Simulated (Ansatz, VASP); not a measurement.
## SnO: VASP beside Ansatz

The input INCAR:

```
SYSTEM = SnO
ALGO = Normal
EDIFF = 1E-6
ENCUT = 520
GGA = PS
ISIF = 2
ISMEAR = 0
LASPH = .True.
LCHARG = .True.
LELF = .True.
LREAL = .False.
LVHAR = .True.
LWAVE = .False.
NBANDS = 28
NELM = 80
PREC = Accurate
SIGMA = 0.05
```

File KPOINTS:

```
k-points
0
Gamma
  8 6 8
  0 0 0
```

File POSCAR:

```
SnO
1.0
    3.1912709497      0.0000000000      0.0000000000
    0.0000000000      5.4910482445      0.0000000000
    0.0000000000      0.0000000000      3.8941648049
Sn O
2 2
Direct
    0.0000000000      0.2337892808      0.5261742991
    0.5000000000      0.7662107192      0.0261742991
    0.0000000000      0.8853564082      0.7238267009
    0.5000000000      0.1146435918      0.2238267009
```

Input for Ansatz:

```yaml
crystal:
  lattice:
    - [3.1912709497, 0.0, 0.0]
    - [0.0, 5.4910482445, 0.0]
    - [0.0, 0.0, 3.8941648049]
  atoms:
    - { symbol: Sn, position: [0.0, 0.2337892808, 0.5261742991] }
    - { symbol: Sn, position: [0.5, 0.7662107192, 0.0261742991] }
    - { symbol: O, position: [0.0, 0.8853564082, 0.7238267009] }
    - { symbol: O, position: [0.5, 0.1146435918, 0.2238267009] }
basis:
  ecutwfc: 420
kpoints:
  mp_grid: { grid: [8, 6, 8] }
hamiltonian:
  xc: pbesol
scf:
  occupations: { method: gaussian, width: 0.05 }
output:
  forces: true
  stress: true
  eigenvalues: true
```

Change from the starting cell: strain -0.0375 x Voigt [1, 1, 0, 0, 0, 0], atoms carried along.

Alike in both runs: task single point; functional PBEsol; k mesh 8 × 6 × 8; occupations gaussian, width 0.05 eV; no spin polarisation.

|  | VASP | Ansatz |
| --- | --- | --- |
| version | VASP 6.6.1 | Ansatz 0.2.0 |
| potentials or method | VASP PAW PBE potentials, release 64 (Sn_d, O), cutoff 520 eV | scalar-relativistic, plane waves, PAW |
| valence electrons in the cell | 40 | 40 |

|  | VASP | Ansatz | Ansatz less VASP |
| --- | --- | --- | --- |
| gap on the k mesh at the Fermi level (eV) | 1.11 | 1.12 | +0.012 |
| least direct gap on the mesh (eV) | 1.54 | 1.56 | +0.014 |
| pressure (GPa) | 9.2 | 8.9 | -0.33 |
| traceless stress, the component that is largest in VASP (GPa) | -2.30 | -2.22 | +0.080 |
| rms of the force components (eV/Å) | 0.633 | 0.591 | -0.0426 |

VASP's potentials were made for PBE, not for PBEsol. Atom by atom the forces differ by 0.044 eV/Å (rms over components).
